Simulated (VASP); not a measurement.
A run of VASP 6.6.1 is set up as follows.

INCAR

```
SYSTEM = SrO
PREC = Accurate
ENCUT = 600
EDIFF = 1E-6
ISMEAR = 0
SIGMA = 0.02
LREAL = .False.
LASPH = .True.
NELM = 120
ALGO = Normal
ISIF = 2
LWAVE = .False.
LCHARG = .False.
GGA = PE
IVDW = 12
NBANDS = 15
GGA_COMPAT = .False.
```

The input KPOINTS:

```
regular mesh
0
Gamma
  8 8 8
  0 0 0
```

File POSCAR:

```
SrO
1.0
    0.0000000000      2.5746122218      2.5746122218
    2.5746122218      0.0000000000      2.5746122218
    2.5746122218      2.5746122218      0.0000000000
Sr O
1 1
Direct
    0.0000000000      0.0000000000      0.0000000000
    0.5000000000      0.5000000000      0.5000000000
```

Potentials or basis: VASP PAW PBE potentials, release 64 (Sr_sv, O).

The run is started by

```sh
$ cat potpaw_PBE.64/Sr_sv/POTCAR potpaw_PBE.64/O/POTCAR > POTCAR
$ mpirun -np 1 vasp_std > vasp.out
```

(1) Estimate the dispersion energy per atom.

(2) Predict the band gap on the k mesh.

(3) What does it give for the pressure?

## Answers

(1) -0.245 eV.

(2) 3.27 eV (least direct gap 3.36 eV).

(3) 0.5 GPa.
